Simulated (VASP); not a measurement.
B8P9 (a cell with a defect): single point with PBE

Crystal: B8P9 (a cell with a defect).

```xyz
17
Lattice="0.0000 4.5482 -4.5482 4.5482 4.5482 0.0000 4.5482 0.0000 -4.5482" Properties=species:S:1:pos:R:3 pbc="T T T"
B     2.2741    4.4970   -2.2741
B     0.0512    2.2741   -2.2741
B     2.2741    6.8223   -4.5994
B     0.0000    4.5482   -4.5482
B     4.5482    4.5482   -4.5482
B     2.2741    2.2741   -4.4970
B     4.4970    6.8223   -6.8223
B     2.2741    4.5994   -6.8223
P     3.4243    3.4243   -3.4243
P     5.6721    5.6721   -3.4243
P     3.4243    5.6721   -5.6721
P     5.6076    8.0370   -5.6076
P     5.6721    3.4243   -5.6721
P     8.0370    5.6076   -5.6076
P     5.6076    5.6076   -8.0370
P     8.0370    8.0370   -8.0370
P     6.8223    6.8223   -6.8223
```

| Item | Value |
| --- | --- |
| Program | VASP 6.6.1 |
| Task | single point |
| Functional | PBE |
| Potentials or basis | VASP PAW PBE potentials, release 64 (B, P) |
| Cutoff | 520 eV |
| k mesh | 4 × 4 × 4 |
| Occupations | gaussian, width 0.01 eV |
| Spin | collinear spin |
| Starting moments | [0.091, 0.091, 0.091, 0.0, 0.0, 0.091, 0.091, 0.091, 0.0, 0.0, 0.0, 0.091, 0.0, 0.091, 0.091, 0.091, 0.091] μB |
| Dipole correction | no |
| Charge | 2 |
| Further INCAR settings | LREAL = Auto; ALGO = Normal; EDIFF = 1e-06; NBANDS = 52; NELECT = 67.0 |

```json
{
  "Largest force": "0.045 eV/Å",
  "Net moment": "0.25 μB per cell",
  "Valence electrons inside the program's atomic spheres": "B 1.85, 2.20, 1.93; P 2.53, 2.51, 2.48"
}
```

Forces in eV/Å, atoms in the order of the input:
```
B    0.000 -0.003  0.000
B    0.003  0.000  0.000
B    0.000  0.000 -0.003
B    0.000  0.000  0.000
B    0.000  0.000  0.000
B    0.000  0.000  0.003
B   -0.003  0.000  0.000
B    0.000  0.003  0.000
P   -0.007 -0.007  0.007
P    0.007  0.007  0.007
P   -0.007  0.007 -0.007
P    0.026 -0.026 -0.026
P    0.007 -0.007 -0.007
P   -0.026  0.026 -0.026
P    0.026  0.026  0.026
P   -0.026 -0.026  0.026
P    0.000  0.000  0.000
```

Levels at points of the mesh, in eV from the Fermi level:
Spin up:
| k point | band 32 | band 33 | band 34 | band 35 | band 36 | band 37 |
| --- | --- | --- | --- | --- | --- | --- |
| (0.00, 0.00, 0.00) | -1.40 | -1.40 | -0.34 | -0.34 | -0.34 | 0.01 |
| (0.50, 0.00, 0.00) | -2.18 | -2.18 | -0.22 | 0.39 | 0.39 | 1.60 |
| (0.50, 0.50, 0.00) | -2.87 | -1.78 | -0.26 | 0.99 | 1.35 | 1.35 |
Spin down:
```
           k point  band 31  band 32  band 33  band 34  band 35  band 36  band 37  band 38
(0.00, 0.00, 0.00)    -1.38    -1.38    -1.38    -0.30    -0.30    -0.30     0.05     0.05
(0.50, 0.00, 0.00)    -2.26    -2.17    -2.17    -0.20     0.44     0.44     1.63     1.63
(0.50, 0.50, 0.00)    -2.98    -2.85    -1.75    -0.22     1.03     1.38     1.38     1.68
```

It took 4 min on 1 thread of Intel(R) Xeon(R) 6975P-C (Granite Rapids), with other jobs on the host, peak memory 0.42 GiB.

Caveat: the cell carries a net charge on a neutralising background, which shifts energy and pressure; the cell is charged against a uniform background, so pressure and absolute levels hang on convention.
